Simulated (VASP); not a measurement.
# Pb (Fm-3m) in VASP: settings compared

The runs below take Pb through relaxation of cell and atoms, single point, with RPBE+D3(BJ), revPBE+D4, r2SCAN, PBEsol.

All numbers are computed with VASP 6.6.1; they aren't measurements. Logs are shortened: lines on timing, memory, paths and dates and some standing lists are left out, and cuts for length are marked.

### Step 1. The cell of the first run

The structure is cubic, space group Fm-3m (No. 225). Conventional cell: a = 4.950 Å, b = 4.950 Å, c = 4.950 Å, α = 90.00°, β = 90.00°, γ = 90.00°. Pb (site symmetry m-3m) has 12 Pb at 3.50 Å within 4.6 Å.

### Step 2. Relaxation of cell and atoms, RPBE+D3(BJ)

The input, INCAR:

```
SYSTEM = Pb
PREC = Accurate
ENCUT = 500
EDIFF = 1E-7
ISMEAR = -1
SIGMA = 0.05
LREAL = .False.
LASPH = .True.
NELM = 120
ALGO = Normal
ISIF = 3
LWAVE = .False.
LCHARG = .False.
GGA = RP
IVDW = 12
IBRION = 2
NSW = 60
EDIFFG = -0.01
GGA_COMPAT = .False.
NELMIN = 4
```

The input, KPOINTS:

```
Automatic mesh
0
Gamma
  9 9 9
  0 0 0
```

The input, POSCAR:

```
Pb
1.0
    0.0000000000      2.4750200000      2.4750200000
    2.4750200000      0.0000000000      2.4750200000
    2.4750200000      2.4750200000      0.0000000000
Pb
1
Direct
    0.0000000000      0.0000000000      0.0000000000
```

Potentials or basis: VASP PAW PBE potentials, release 64 (Pb_d).

The run is started by

```
> cat potpaw_PBE.64/Pb_d/POTCAR > POTCAR
> mpirun -np 1 vasp_std > vasp.out
```

OUTCAR:

```text
SYSTEM = Pb
   PREC = Accurate
   ENCUT = 500
   EDIFF = 1E-7
   ISMEAR = -1
   LREAL = .False.
   LASPH = .True.
   NELM = 120
   ISIF = 3
   GGA = RP
   IVDW = 12
   IBRION = 2
   NSW = 60
   EDIFFG = -0.01
   NELMIN = 4
 IVDW          = 12

 ion  position               nearest neighbor table
   1  0.000  0.000  0.000-

  LATTYP: Found a face centered cubic cell.
 ALAT       =     4.9500400000

  Lattice vectors:

 A1 = (   0.0000000000,   2.4750200000,   2.4750200000)
 A2 = (   2.4750200000,   0.0000000000,   2.4750200000)
 A3 = (   2.4750200000,   2.4750200000,   0.0000000000)

Analysis of symmetry for initial positions (statically):
[... 5 lines left out ...]
 face centered cubic supercell.

 Subroutine GETGRP returns: Found 48 space group operations
 (whereof 48 operations were pure point group operations)
 out of a pool of 48 trial point group operations.

The static configuration has the point symmetry O_h .

Analysis of symmetry for dynamics (positions and initial velocities):
[... 5 lines left out ...]
 face centered cubic supercell.

 Subroutine GETGRP returns: Found 48 space group operations
 (whereof 48 operations were pure point group operations)
 out of a pool of 48 trial point group operations.

The dynamic configuration has the point symmetry O_h .

 Subroutine INISYM returns: Found 48 space group operations
 (whereof 48 operations are pure point group operations),
 and found     1 'primitive' translations

----------------------------------------------------------------------------------------

                                     Primitive cell

  volume of cell :      30.3226

  direct lattice vectors                    reciprocal lattice vectors
     0.000000000  2.475020000  2.475020000    -0.202018570  0.202018570  0.202018570
     2.475020000  0.000000000  2.475020000     0.202018570 -0.202018570  0.202018570
     2.475020000  2.475020000  0.000000000     0.202018570  0.202018570 -0.202018570

  length of vectors
     3.500206851  3.500206851  3.500206851     0.349906427  0.349906427  0.349906427

  position of ions in fractional coordinates (direct lattice)
     0.000000000  0.000000000  0.000000000

  ion indices of the primitive-cell ions
   primitive index   ion index
                 1           1

----------------------------------------------------------------------------------------

 KPOINTS: Automatic mesh

Automatic generation of k-mesh.
 Grid dimensions read from file:
 generate k-points for:    9    9    9

 Generating k-lattice:

  Cartesian coordinates                     Fractional coordinates (reciprocal lattice)
    -0.022446508  0.022446508  0.022446508     0.111111111  0.000000000  0.000000000
     0.022446508 -0.022446508  0.022446508     0.000000000  0.111111111  0.000000000
     0.022446508  0.022446508 -0.022446508     0.000000000  0.000000000  0.111111111

  Length of vectors
     0.038878492  0.038878492  0.038878492

  Shift w.r.t. Gamma in fractional coordinates (k-lattice)
     0.000000000  0.000000000  0.000000000

 Subroutine IBZKPT returns following result:
 ===========================================

 Found     35 irreducible k-points:

 Following reciprocal coordinates:
            Coordinates               Weight
  0.000000  0.000000  0.000000      1.000000
  0.111111  0.000000  0.000000      8.000000
  0.222222  0.000000  0.000000      8.000000
  0.333333  0.000000  0.000000      8.000000
  0.444444  0.000000  0.000000      8.000000
  0.111111  0.111111  0.000000      6.000000
[... 16 lines left out ...]
 -0.333333  0.333333  0.000000     12.000000
  0.444444  0.444444  0.000000      6.000000
 [... further k-points ...]
   k-points           NKPTS =     35   k-points in BZ     NKDIM =     35   number of bands    NBANDS=     11
   number of dos      NEDOS =    301   number of ions     NIONS =      1
   total plane-waves  NPLWV =  21952
   dimension x,y,z NGX =    28 NGY =   28 NGZ =   28
   dimension x,y,z NGXF=    56 NGYF=   56 NGZF=   56
   ions per type =               1
   NGX,Y,Z   is equivalent  to a cutoff of  13.30, 13.30, 13.30 a.u.
   NGXF,Y,Z  is equivalent  to a cutoff of  26.60, 26.60, 26.60 a.u.
 SYSTEM =  Pb
   PREC   = accura    normal or accurate (medium, high low for compatibility)
   ISTART =      0    job   : 0-new  1-cont  2-samecut
   ICHARG =      2    charge: 1-file 2-atom 10-const
   ISPIN  =      1    spin polarized calculation?
   LNONCOLLINEAR =      F non collinear calculations
   LSORBIT =      F    spin-orbit coupling
   LASPH  =      T    aspherical Exc in radial PAW
   ENCUT  =  500.0 eV  36.75 Ry    6.06 a.u.   6.38  6.38  6.38*2*pi/ulx,y,z
   NELM   =    120;   NELMIN=  4; NELMDL= -5     # of ELM steps
   EDIFF  = 0.1E-06   stopping-criterion for ELM
   LREAL  =      F    real-space projection
   EDIFFG = -.1E-01   stopping-criterion for IOM
   NSW    =     60    number of steps for IOM
   IBRION =      2    ionic relax: 0-MD 1-quasi-New 2-CG
   NFREE  =      1    steps in history (QN), initial steepest desc. (CG)
   ISIF   =      3    stress and relaxation
   ISYM   =      2    0-nonsym 1-usesym 2-fastsym
   POTIM  = 0.5000    time-step for ionic-motion
   TEBEG  =    0.0;   TEEND  =   0.0 temperature during run
   PSTRESS=    0.0 pullay stress
   NELECT =      14.0000    total number of electrons
   NUPDOWN=      -1.0000    fix difference up-down
   EMIN   =  10.00;   EMAX   =-10.00  energy-range for DOS
   EFERMI =   0.00;   METHOD = LEGACY
   ISMEAR =    -1;   SIGMA  =   0.05  broadening in eV -4-tet -1-fermi 0-gaus
   EFERMI_NEDOS =   21; number of points for ismear=-14 and -15
   IALGO  =     38    algorithm
   IMIX   =      4    mixing-type and parameters
     AMIX     =   0.40;   BMIX     =  1.00
     AMIX_MAG =   1.60;   BMIX_MAG =  1.00
  volume/ion in A,a.u.               =      30.32       204.63
  Fermi-wavevector in a.u.,A,eV,Ry     =   1.265306  2.391081 21.782907  1.600999
  Thomas-Fermi vector in A             =   2.398566
   LORBIT       =      0    0 simple, 1 ext, 2 COOP (PROOUT), +10 PAW based schemes
   GGA     = RP    functional components
   LHFCALC =     F    Hartree Fock is set to
   AEXX    =    0.0000 exact exchange contribution
   IVDW    =    12    specifies the selected vdW correction
   LEPSILON=     F    determine dielectric tensor
   LRPA    =     F    only Hartree local field effects (RPA)
 conjugate gradient relaxation of ions
 non-spin polarized calculation
  energy-cutoff  :      500.00
  volume of cell :       30.32
 maximum number of plane-waves:       779
 NGX is ok and might be reduce to    28
   NGX = 13   NGY = 13   NGZ = 13

--------------------------------------- Ionic step        1  -------------------------------------------

 number of electron      13.9999999 magnetization

 Free energy of the ion-electron system (eV)
  ---------------------------------------------------
  ext. energy  EPLUGINS =         0.00000000
  ---------------------------------------------------
  free energy    TOTEN  =        -3.16506192 eV

  energy without entropy =       -3.16196428  energy(sigma->0) =       -3.16351310

 E-fermi :   7.2697     XC(G=0): -10.0878

 val. band max:        7.0457248402   @ k =  -0.3333   0.3333   0.1111
 cond. band min:       7.2756813499   @ k =  -0.2222   0.3333   0.1111
 fundamental gap:      0.2299565097
 Fermi energy:         7.2696509923

 k-point     1 :       0.0000    0.0000    0.0000
  band No.  band energies     occupation
      1      -9.7340      2.00000
      2      -9.7340      2.00000
      3      -9.7340      2.00000
      4      -9.5957      2.00000
      5      -9.5957      2.00000
      6      -4.3378      2.00000
      7      14.8539      0.00000
      8      14.8539      0.00000
      9      14.8539      0.00000
     10      17.1349      0.00000
     11      18.7109      0.00000
[... 309 lines left out ...]
 k-point    24 :       0.4444    0.4444    0.0000
  band No.  band energies     occupation
      1      -9.8911      2.00000
      2      -9.8003      2.00000
      3      -9.4770      2.00000
      4      -9.4379      2.00000
      5      -9.4379      2.00000
      6       0.2640      2.00000
      7       4.6999      2.00000
      8       9.5730      0.00000
      9       9.5730      0.00000
     10      12.8560      0.00000
     11      14.0689      0.00000

 [... further k-points ...]

------------------------ aborting loop because EDIFF is reached ----------------------------------------

 Edisp (eV)   -2.45086

 E8    (eV) :    -1.7679

  FORCE on cell =-STRESS in cart. coord.  units (eV):
  Direction    XX          YY          ZZ          XY          YZ          ZX
  --------------------------------------------------------------------------------------
  -------------------------------------------------------------------------------------
  Total      -3.18471    -3.18471    -3.18471     0.00000    -0.00000     0.00000
  in kB    -168.27321  -168.27321  -168.27321     0.00000    -0.00000     0.00000
  external pressure =     -168.27 kB  Pullay stress =        0.00 kB
[... 215 lines left out ...]
  energy  without entropy=       -6.1325557238  energy(sigma->0) =       -6.13435035

--------------------------------------- Ionic step        7  -------------------------------------------

 number of electron      13.9999998 magnetization

 Free energy of the ion-electron system (eV)
  ---------------------------------------------------
  ext. energy  EPLUGINS =         0.00000000
  ---------------------------------------------------
  free energy    TOTEN  =        -2.47928413 eV

  energy without entropy =       -2.47571300  energy(sigma->0) =       -2.47749857

 E-fermi :  11.0143     XC(G=0): -11.5294

 val. band max:       11.0087827809   @ k =  -0.2222   0.2222   0.0000
 cond. band min:      11.6217740818   @ k =  -0.4444   0.3333   0.1111
 fundamental gap:      0.6129913009
 Fermi energy:        11.0143205682

 k-point     1 :       0.0000    0.0000    0.0000
  band No.  band energies     occupation
      1      -6.4808      2.00000
      2      -6.4808      2.00000
      3      -6.4808      2.00000
      4      -6.1649      2.00000
      5      -6.1649      2.00000
      6      -2.9884      2.00000
      7      20.7326      0.00000
      8      20.7916      0.00000
      9      20.7916      0.00000
     10      20.7916      0.00000
     11      25.8651      0.00000
[... 309 lines left out ...]
 k-point    24 :       0.4444    0.4444    0.0000
  band No.  band energies     occupation
      1      -6.8607      2.00000
      2      -6.7037      2.00000
      3      -5.9071      2.00000
      4      -5.8278      2.00000
      5      -5.8278      2.00000
      6       3.7002      2.00000
      7       7.7573      2.00000
      8      13.5088      0.00000
      9      13.5088      0.00000
     10      17.5084      0.00000
     11      18.7690      0.00000

 [... further k-points ...]

------------------------ aborting loop because EDIFF is reached ----------------------------------------

 Edisp (eV)   -3.65696

 E8    (eV) :    -2.6844

  FORCE on cell =-STRESS in cart. coord.  units (eV):
  Direction    XX          YY          ZZ          XY          YZ          ZX
  --------------------------------------------------------------------------------------
  -------------------------------------------------------------------------------------
  Total       0.00062     0.00062     0.00062     0.00000     0.00000     0.00000
  in kB       0.04363     0.04363     0.04363     0.00000     0.00000     0.00000
  external pressure =        0.04 kB  Pullay stress =        0.00 kB
[... 16 lines left out ...]
  FREE ENERGIE OF THE ION-ELECTRON SYSTEM (eV)
  ---------------------------------------------------
  free  energy   TOTEN  =        -6.1362395293 eV

  energy  without entropy=       -6.1326684053  energy(sigma->0) =       -6.13445397

 reached required accuracy - stopping structural energy minimisation
```

Wall time 92 s (1 thread of Intel Xeon Platinum 8259CL at 2.50GHz (Skylake/Cascade Lake), shared host); peak memory 0.18 GiB.

Results:

```yaml
Free_energy: -6.1362 eV
Relaxed_volume: 22.90 Å³/atom
Relaxed_cell: a = 3.187 Å, b = 3.187 Å, c = 3.187 Å, α = 60.00°, β = 60.00°, γ = 60.00°
Space_group_after_relaxing_to_0.05_Å: Fm-3m (No. 225)
Energy_gained_by_relaxing: 520.3 meV/atom
Ionic_steps: 7
Pressure_after_relaxing: 0.0 GPa
Band_gap_on_the_k_mesh: zero (band 7 reaches 20.73 eV, above the bottom of band 8 at 8.86 eV)
Dispersion_energy_per_atom: -3.657 eV
```

The path:
```
step  energy change (eV)  largest force (eV/Å)  pressure (GPa)  volume (Å³)
   1              0.0000                0.0000          -16.83        30.32
   2              0.0004                0.0000           45.42        18.38
   3             -0.5191                0.0000           -1.44        23.18
   4             -0.5202                0.0000           -0.42        22.98
   5             -0.5203                0.0000            0.30        22.85
   6             -0.5202                0.0000           -0.40        22.97
   7             -0.5203                0.0000            0.00        22.90
```

Final structure:
```cif
data_structure
_symmetry_space_group_name_H-M 'P 1'
_symmetry_Int_Tables_number 1
_cell_length_a 3.1874
_cell_length_b 3.1874
_cell_length_c 3.1874
_cell_angle_alpha 60.000
_cell_angle_beta 60.000
_cell_angle_gamma 60.000
_cell_volume 22.90
loop_
_atom_site_label
_atom_site_type_symbol
_atom_site_fract_x
_atom_site_fract_y
_atom_site_fract_z
_atom_site_occupancy
Pb1 Pb 0.00000 0.00000 0.00000 1
```

Caveat: the volume moved by over 15 % at a fixed basis, so the end points are rough; the PAW data sets were made with another functional, which shifts forces and pressure a little; spin-orbit coupling is left out, which moves the levels of the heavy elements; the volume moved by -24 % from the deposited cell, more than functionals usually miss; pairwise dispersion overbinds metals, which lowers pressure and volume.

[end of part 1 of 3]
